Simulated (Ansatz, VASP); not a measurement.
Two plane-wave programs on Ni

```
CELL_PARAMETERS angstrom
2.49176 0.00000 0.00000
-1.24588 2.15792 0.00000
0.00000 0.00000 8.13807
ATOMIC_POSITIONS crystal
Ni 0.00000 0.00000 0.00000
Ni 0.00000 0.00000 0.50000
Ni 0.33333 0.66667 0.25000
Ni 0.66667 0.33333 0.75000
```

Alike in both runs: task relaxation of cell and atoms; functional revPBE; k mesh 14 × 14 × 4; occupations fermi-dirac, width 0.05 eV; collinear spin.

|  | VASP | Ansatz |
| --- | --- | --- |
| version | VASP 6.6.1 | Ansatz 0.2.0 |
| potentials or method | VASP PAW PBE potentials, release 64 (Ni), cutoff 600 eV | plane waves (420 eV) with PAW, scalar-relativistic |
| valence electrons in the cell | 40 | 72 |

```tsv
	VASP	Ansatz	Ansatz less VASP
net moment per atom (μB)	0.01	0.67	+0.655
size of the moment on the site where the two differ most (μB)	0.24	0.71	+0.476
relaxed volume (Å³/atom)	11.10	11.15	+0.047
relaxed length of the cell vector where the two differ most in proportion (Å)	2.500	2.506	+0.0055
```

The net moments are unlike, so the other rows may belong to different states. VASP's potentials were made for PBE, not for revPBE. Site moments also hang on the region over which each program counts them. VASP's potentials hold 40 valence electrons a cell and Ansatz's 72, so a difference there can come from the potentials and not from the codes. Ansatz's warnings: seeded moment not kept.

Noted on VASP's run: too few bands were computed for a metal, which touches its energy and stress.
